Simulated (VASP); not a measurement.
# InGaO (P4/mmm) in VASP: single point with PBE

Aim: the single point of InGaO with PBE.

All numbers are computed with VASP 6.6.1; they aren't measurements. Logs are shortened: lines on timing, memory, paths and dates and some standing lists are left out, and cuts for length are marked.

### Step 1. The cell of the first run

Symmetry: P4/mmm, No. 123, tetragonal system. The conventional cell has a = 4.130 Å, b = 4.130 Å, c = 3.782 Å, α = 90.00°, β = 90.00°, γ = 90.00°. In (site symmetry 4/mmm) has 4 Ga at 2.92 Å and 8 O at 3.48 Å and 2 In at 3.78 Å within 3.8 Å. Within 2.5 Å of Ga (site symmetry 4/mmm) lie 2 O at 1.89 Å. O (site symmetry 4/mmm) has 2 Ga at 1.89 Å within 2.5 Å.

### Step 2. Single point, PBE

INCAR reads:

```
  PREC = Accurate
  ENCUT = 520
  EDIFF = 1E-6
  ISMEAR = 0
  SIGMA = 0.1
  LREAL = F
  LASPH = T
  NELM = 80
  ALGO = Normal
  ISIF = 2
  LWAVE = F
  LCHARG = F
  GGA = PE
  NBANDS = 23
```

KPOINTS reads:

```
Automatic mesh
0
Gamma
  12 12 12
```

POSCAR reads:

```
InGaO
1.0
    4.1297658962      0.0000000000      0.0000000000
    0.0000000000      4.1297658962      0.0000000000
    0.0000000000      0.0000000000      3.7823725837
In Ga O
1 1 1
Direct
    0.0000000000      0.0000000000      0.0000000000
    0.5000000000      0.5000000000      0.0000000000
    0.5000000000      0.5000000000      0.5000000000
```

Potentials or basis: VASP PAW PBE potentials, release 64 (In_d, Ga_d, O).

On the command line:

```
> cat potpaw_PBE.64/In_d/POTCAR potpaw_PBE.64/Ga_d/POTCAR potpaw_PBE.64/O/POTCAR > POTCAR
> mpirun -np 1 vasp_std > vasp.out
```

OUTCAR:

```text
PREC = Accurate
   ENCUT = 520
   EDIFF = 1E-6
   ISMEAR = 0
   LREAL = F
   LASPH = T
   NELM = 80
   ISIF = 2
   GGA = PE

 ion  position               nearest neighbor table
   1  0.000  0.000  0.000-   2 2.92   2 2.92   2 2.92   2 2.92
   2  0.500  0.500  0.000-   3 1.89   3 1.89   1 2.92   1 2.92   1 2.92   1 2.92
   3  0.500  0.500  0.500-   2 1.89   2 1.89

  LATTYP: Found a simple tetragonal cell.
 ALAT       =     4.1297658962
 C/A-ratio  =     0.9158806283

  Lattice vectors:

 A1 = (   4.1297658962,   0.0000000000,   0.0000000000)
 A2 = (   0.0000000000,   4.1297658962,   0.0000000000)
 A3 = (   0.0000000000,   0.0000000000,   3.7823725837)

Analysis of symmetry for initial positions (statically):
=====================================================================
 Subroutine PRICEL returns:
 Original cell was already a primitive cell.

 Routine SETGRP: Setting up the symmetry group for a
 simple tetragonal supercell.

 Subroutine GETGRP returns: Found 16 space group operations
 (whereof 16 operations were pure point group operations)
 out of a pool of 16 trial point group operations.

The static configuration has the point symmetry D_4h.

Analysis of symmetry for dynamics (positions and initial velocities):
=====================================================================
 Subroutine PRICEL returns:
 Original cell was already a primitive cell.

 Routine SETGRP: Setting up the symmetry group for a
 simple tetragonal supercell.

 Subroutine GETGRP returns: Found 16 space group operations
 (whereof 16 operations were pure point group operations)
 out of a pool of 16 trial point group operations.

The dynamic configuration has the point symmetry D_4h.

 Subroutine INISYM returns: Found 16 space group operations
 (whereof 16 operations are pure point group operations),
 and found     1 'primitive' translations

----------------------------------------------------------------------------------------

                                     Primitive cell

  volume of cell :      64.5082

  direct lattice vectors                    reciprocal lattice vectors
     4.129765896  0.000000000  0.000000000     0.242144476  0.000000000  0.000000000
     0.000000000  4.129765896  0.000000000     0.000000000  0.242144476  0.000000000
     0.000000000  0.000000000  3.782372584     0.000000000  0.000000000  0.264384319

  length of vectors
     4.129765896  4.129765896  3.782372584     0.242144476  0.242144476  0.264384319

  position of ions in fractional coordinates (direct lattice)
     0.000000000  0.000000000  0.000000000
     0.500000000  0.500000000  0.000000000
     0.500000000  0.500000000  0.500000000

  ion indices of the primitive-cell ions
   primitive index   ion index
                 1           1
                 2           2
                 3           3

----------------------------------------------------------------------------------------

 KPOINTS: Automatic mesh

Automatic generation of k-mesh.
 Grid dimensions read from file:
 generate k-points for:   12   12   12

 Generating k-lattice:

  Cartesian coordinates                     Fractional coordinates (reciprocal lattice)
     0.020178706  0.000000000  0.000000000     0.083333333  0.000000000  0.000000000
     0.000000000  0.020178706  0.000000000     0.000000000  0.083333333  0.000000000
     0.000000000  0.000000000  0.022032027     0.000000000  0.000000000  0.083333333

  Length of vectors
     0.020178706  0.020178706  0.022032027

  Shift w.r.t. Gamma in fractional coordinates (k-lattice)
     0.000000000  0.000000000  0.000000000

 Subroutine IBZKPT returns following result:
 ===========================================

 Found    196 irreducible k-points:

 Following reciprocal coordinates:
            Coordinates               Weight
  0.000000  0.000000  0.000000      1.000000
  0.083333  0.000000  0.000000      4.000000
  0.166667  0.000000  0.000000      4.000000
  0.250000  0.000000  0.000000      4.000000
  0.333333  0.000000  0.000000      4.000000
  0.416667  0.000000  0.000000      4.000000
[... 16 lines left out ...]
  0.333333  0.333333  0.000000      4.000000
  0.416667  0.333333  0.000000      8.000000
 [... further k-points ...]
   k-points           NKPTS =    196   k-points in BZ     NKDIM =    196   number of bands    NBANDS=     23
   number of dos      NEDOS =    301   number of ions     NIONS =      3
   total plane-waves  NPLWV =  28672
   dimension x,y,z NGX =    32 NGY =   32 NGZ =   28
   dimension x,y,z NGXF=    64 NGYF=   64 NGZF=   56
   ions per type =               1   1   1
   NGX,Y,Z   is equivalent  to a cutoff of  12.88, 12.88, 12.31 a.u.
   NGXF,Y,Z  is equivalent  to a cutoff of  25.76, 25.76, 24.61 a.u.
 SYSTEM =  unknown system
   PREC   = accura    normal or accurate (medium, high low for compatibility)
   ISTART =      0    job   : 0-new  1-cont  2-samecut
   ICHARG =      2    charge: 1-file 2-atom 10-const
   ISPIN  =      1    spin polarized calculation?
   LNONCOLLINEAR =      F non collinear calculations
   LSORBIT =      F    spin-orbit coupling
   LASPH  =      T    aspherical Exc in radial PAW
   ENCUT  =  520.0 eV  38.22 Ry    6.18 a.u.   7.68  7.68  7.03*2*pi/ulx,y,z
   NELM   =     80;   NELMIN=  2; NELMDL= -5     # of ELM steps
   EDIFF  = 0.1E-05   stopping-criterion for ELM
   LREAL  =      F    real-space projection
   EDIFFG = 0.1E-04   stopping-criterion for IOM
   NSW    =      0    number of steps for IOM
   IBRION =     -1    ionic relax: 0-MD 1-quasi-New 2-CG
   NFREE  =      0    steps in history (QN), initial steepest desc. (CG)
   ISIF   =      2    stress and relaxation
   ISYM   =      2    0-nonsym 1-usesym 2-fastsym
   POTIM  = 0.5000    time-step for ionic-motion
   TEBEG  =    0.0;   TEEND  =   0.0 temperature during run
   PSTRESS=    0.0 pullay stress
   NELECT =      32.0000    total number of electrons
   NUPDOWN=      -1.0000    fix difference up-down
   EMIN   =  10.00;   EMAX   =-10.00  energy-range for DOS
   EFERMI =   0.00;   METHOD = LEGACY
   ISMEAR =     0;   SIGMA  =   0.10  broadening in eV -4-tet -1-fermi 0-gaus
   EFERMI_NEDOS =   21; number of points for ismear=-14 and -15
   IALGO  =     38    algorithm
   IMIX   =      4    mixing-type and parameters
     AMIX     =   0.40;   BMIX     =  1.00
     AMIX_MAG =   1.60;   BMIX_MAG =  1.00
  volume/ion in A,a.u.               =      21.50       145.11
  Fermi-wavevector in a.u.,A,eV,Ry     =   1.295945  2.448980 22.850609  1.679472
  Thomas-Fermi vector in A             =   2.427432
   LORBIT       =      0    0 simple, 1 ext, 2 COOP (PROOUT), +10 PAW based schemes
   GGA     = PE    functional components
   LHFCALC =     F    Hartree Fock is set to
   AEXX    =    0.0000 exact exchange contribution
   IVDW    =     0    specifies the selected vdW correction
   LEPSILON=     F    determine dielectric tensor
   LRPA    =     F    only Hartree local field effects (RPA)
 non-spin polarized calculation
 Gauss-broadening in eV      SIGMA  =   0.10
  energy-cutoff  :      520.00
  volume of cell :       64.51
 maximum number of plane-waves:      1768
 NGX is ok and might be reduce to    32
   NGX = 15   NGY = 15   NGZ = 15

 number of electron      32.0000005 magnetization

 Free energy of the ion-electron system (eV)
  ---------------------------------------------------
  ext. energy  EPLUGINS =         0.00000000
  ---------------------------------------------------
  free energy    TOTEN  =       -11.49448560 eV

  energy without entropy =      -11.48967833  energy(sigma->0) =      -11.49208196

 E-fermi :   4.2358     XC(G=0):  -9.4415

 val. band max:        4.2234155677   @ k =   0.5000   0.5000   0.0833
 cond. band min:       4.2423869868   @ k =   0.5000   0.0833   0.5000
 fundamental gap:      0.0189714191
 Fermi energy:         4.2357860642

 k-point     1 :       0.0000    0.0000    0.0000
  band No.  band energies     occupation
      1     -14.6134      2.00000
      2     -10.9071      2.00000
      3     -10.7541      2.00000
      4     -10.6880      2.00000
      5     -10.5479      2.00000
      6     -10.5479      2.00000
[... 15 lines left out ...]
     22      13.2919      0.00000
     23      13.2919      0.00000

 k-point     2 :       0.0833    0.0000    0.0000
  band No.  band energies     occupation
      1     -14.6117      2.00000
      2     -10.8972      2.00000
      3     -10.7470      2.00000
      4     -10.6839      2.00000
      5     -10.5461      2.00000
      6     -10.5453      2.00000
[... 15 lines left out ...]
     22      12.7830      0.00000
     23      12.9674      0.00000

 k-point     3 :       0.1667    0.0000    0.0000
  band No.  band energies     occupation
      1     -14.6069      2.00000
      2     -10.8680      2.00000
      3     -10.7266      2.00000
      4     -10.6727      2.00000
      5     -10.5410      2.00000
      6     -10.5378      2.00000
[... 15 lines left out ...]
     22      12.0335      0.00000
     23      13.2049      0.00000

 k-point     4 :       0.2500    0.0000    0.0000
  band No.  band energies     occupation
      1     -14.6003      2.00000
      2     -10.8210      2.00000
      3     -10.6961      2.00000
      4     -10.6573      2.00000
      5     -10.5326      2.00000
      6     -10.5261      2.00000
[... 15 lines left out ...]
     22      11.4468      0.00000
     23      13.7705      0.00000

 k-point     5 :       0.3333    0.0000    0.0000
  band No.  band energies     occupation
      1     -14.5936      2.00000
      2     -10.7593      2.00000
      3     -10.6615      2.00000
      4     -10.6413      2.00000
      5     -10.5219      2.00000
      6     -10.5115      2.00000
[... 15 lines left out ...]
     22      12.4712      0.00000
     23      14.6553      0.00000

 k-point     6 :       0.4167    0.0000    0.0000
  band No.  band energies     occupation
      1     -14.5888      2.00000
      2     -10.6901      2.00000
      3     -10.6362      2.00000
      4     -10.6238      2.00000
      5     -10.5110      2.00000
      6     -10.4967      2.00000
[... 15 lines left out ...]
     22      13.3205      0.00000
     23      14.3260      0.00000

 k-point     7 :       0.5000    0.0000    0.0000
  band No.  band energies     occupation
      1     -14.5870      2.00000
      2     -10.6463      2.00000
      3     -10.6302      2.00000
      4     -10.6120      2.00000
      5     -10.5172      2.00000
      6     -10.5056      2.00000
[... 353 lines left out ...]
     22      14.3283      0.00000
     23      14.6416      0.00000

 k-point    21 :       0.4167    0.2500    0.0000
  band No.  band energies     occupation
      1     -14.5805      2.00000
      2     -10.7733      2.00000
      3     -10.6123      2.00000
      4     -10.5875      2.00000
      5     -10.5591      2.00000
      6     -10.5331      2.00000
[... 15 lines left out ...]
     22      14.3006      0.00000
     23      14.6423      0.00000

 k-point    22 :       0.5000    0.2500    0.0000
  band No.  band energies     occupation
      1     -14.5791      2.00000
      2     -10.7632      2.00000
      3     -10.6050      2.00000
      4     -10.5934      2.00000
      5     -10.5508      2.00000
      6     -10.5461      2.00000
[... 15 lines left out ...]
     22      14.1755      0.00000
     23      14.8357      0.00000

 k-point    23 :       0.3333    0.3333    0.0000
  band No.  band energies     occupation
      1     -14.5798      2.00000
      2     -10.7962      2.00000
      3     -10.6163      2.00000
      4     -10.5943      2.00000
      5     -10.5703      2.00000
      6     -10.5349      2.00000
[... 15 lines left out ...]
     22      14.5333      0.00000
     23      15.1132      0.00000

 k-point    24 :       0.4167    0.3333    0.0000
  band No.  band energies     occupation
      1     -14.5764      2.00000
      2     -10.7933      2.00000
      3     -10.6161      2.00000
      4     -10.6049      2.00000
      5     -10.5705      2.00000
      6     -10.5519      2.00000
[... 15 lines left out ...]
     22      14.2801      0.00000
     23      14.9438      0.00000

 [... further k-points ...]

------------------------ aborting loop because EDIFF is reached ----------------------------------------

  FORCE on cell =-STRESS in cart. coord.  units (eV):
  Direction    XX          YY          ZZ          XY          YZ          ZX
  --------------------------------------------------------------------------------------
  -------------------------------------------------------------------------------------
  Total       -0.0349127     -0.0349127      0.1587876      0.0000000     -0.0000000      0.0000000
  in kB       -0.8671186     -0.8671186      3.9437746      0.0000000     -0.0000000      0.0000000
  external PRESSURE =       0.7365124 kB  Pullay stress =       0.0000000 kB

 VOLUME and BASIS-vectors are now :
 -----------------------------------------------------------------------------
  energy-cutoff  :      520.00
  volume of cell :       64.51
      direct lattice vectors                 reciprocal lattice vectors
     4.129765896  0.000000000  0.000000000     0.242144476  0.000000000  0.000000000
     0.000000000  4.129765896  0.000000000     0.000000000  0.242144476  0.000000000
     0.000000000  0.000000000  3.782372584     0.000000000  0.000000000  0.264384319

 POSITION                                       TOTAL-FORCE (eV/Angst)
 -----------------------------------------------------------------------------------
      0.00000      0.00000      0.00000         0.000000      0.000000      0.000000
      2.06488      2.06488      0.00000         0.000000      0.000000      0.000000
      2.06488      2.06488      1.89119         0.000000      0.000000      0.000000
 -----------------------------------------------------------------------------------
    total drift:                                0.000000     -0.000000     -0.000000

  FREE ENERGIE OF THE ION-ELECTRON SYSTEM (eV)
  ---------------------------------------------------
  free  energy   TOTEN  =       -11.4944856011 eV

  energy  without entropy=      -11.4896783257  energy(sigma->0) =      -11.49208196
```

It took 2.6 min on 1 thread of Intel Xeon Platinum 8375C at 2.90GHz (Ice Lake), shared host; peak memory 0.41 GiB.

What came out:

```yaml
Free_energy: -11.4945 eV
Pressure: 0.1 GPa
Band_gap_on_the_k_mesh: zero (band 16 reaches 5.63 eV, above the bottom of band 17 at 2.36 eV)
```

Levels at points of the mesh, in eV from the Fermi level:
| k point | band 13 | band 14 | band 15 | band 16 | band 17 | band 18 | band 19 | band 20 |
| --- | --- | --- | --- | --- | --- | --- | --- | --- |
| (0.00, 0.00, 0.00) | -5.59 | -3.48 | -3.48 | 0.75 | 2.04 | 2.04 | 4.61 | 4.73 |
| (0.50, 0.00, 0.00) | -5.50 | -4.14 | -3.17 | -2.00 | 3.11 | 4.08 | 4.86 | 4.87 |
| (0.50, 0.50, 0.00) | -4.61 | -4.61 | -4.41 | -2.00 | 0.07 | 0.07 | 5.93 | 9.89 |
| (0.00, 0.00, 0.50) | -2.92 | -2.59 | -2.59 | -0.75 | 0.97 | 0.97 | 4.67 | 6.19 |
| (0.50, 0.00, 0.50) | -4.90 | -3.41 | -2.55 | 0.15 | 1.12 | 3.38 | 4.16 | 4.65 |
| (0.50, 0.50, 0.50) | -3.05 | -2.96 | -2.96 | -1.88 | -1.88 | 0.59 | 2.73 | 6.93 |

Caveat: spin-orbit coupling is left out, which moves the levels of the heavy elements.
